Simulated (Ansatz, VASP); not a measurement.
## Two plane-wave programs on SrTiO3

POSCAR

```
SrTiO3
1.0
    3.7438680932      0.0000000000      0.0000000000
    0.0000000000      3.7438680932      0.0000000000
    0.0000000000      0.0000000000      3.7438680932
Sr Ti O
1 1 3
Direct
    0.5000000000      0.5000000000      0.5000000000
    0.0000000000      0.0000000000      0.0000000000
    0.5000000000      0.0000000000      0.0000000000
    0.0000000000      0.5000000000      0.0000000000
    0.0000000000      0.0000000000      0.5000000000
```

File INCAR.step1:

```
SYSTEM = SrTiO3
  PREC = Accurate
  ENCUT = 520
  ISMEAR = 0
  SIGMA = 0.02
  LREAL = .False.
  LASPH = .True.
  NELM = 80
  NBANDS = 28
  GGA = PE
  ALGO = Normal
  EDIFF = 1E-4
  LWAVE = .True.
  LCHARG = .False.
```

The input INCAR.step2:

```
SYSTEM = SrTiO3
  PREC = Accurate
  ENCUT = 520
  EDIFF = 1E-6
  ISMEAR = 0
  SIGMA = 0.02
  LREAL = .False.
  LASPH = .True.
  NELM = 80
  ALGO = Normal
  ISIF = 2
  LWAVE = .False.
  LCHARG = .True.
  METAGGA = R2SCAN
  LMIXTAU = .True.
  LELF = .True.
  LVHAR = .True.
  NBANDS = 28
  ISTART = 1
```

File KPOINTS:

```
regular mesh
0
Gamma
  8 8 8
  0 0 0
```

Input for Ansatz:

```yaml
crystal:
  lattice:
    - [3.7438680932, 0.0, 0.0]
    - [0.0, 3.7438680932, 0.0]
    - [0.0, 0.0, 3.7438680932]
  atoms:
    - { symbol: Sr, position: [0.5, 0.5, 0.5] }
    - { symbol: Ti, position: [0.0, 0.0, 0.0] }
    - { symbol: O, position: [0.5, 0.0, 0.0] }
    - { symbol: O, position: [0.0, 0.5, 0.0] }
    - { symbol: O, position: [0.0, 0.0, 0.5] }
basis:
  ecutwfc: 500
kpoints:
  mp_grid: { grid: [8, 8, 8] }
hamiltonian:
  xc: r2scan
scf:
  occupations: { method: gaussian, width: 0.02 }
output:
  forces: true
  stress: true
  eigenvalues: true
```

Alike in both runs: task single point; functional r2SCAN; k mesh 8 × 8 × 8; occupations gaussian, width 0.02 eV; no spin polarisation.

|  | VASP | Ansatz |
| --- | --- | --- |
| version | VASP 6.6.1 | Ansatz 0.2.0 |
| potentials or method | VASP PAW PBE potentials, release 64 (Sr_sv, Ti_sv, O), cutoff 520 eV | scalar-relativistic, plane waves, PAW |
| valence electrons in the cell | 40 | 40 |

VASP gave:

* gap on the k mesh at the Fermi level (eV): 2.54
* least direct gap on the mesh (eV): 2.82

Q: What did Ansatz give for the same quantities?

A: gap on the k mesh at the Fermi level (eV): 2.53; least direct gap on the mesh (eV): 2.79.

VASP's potentials were made for PBE, not for r2SCAN.
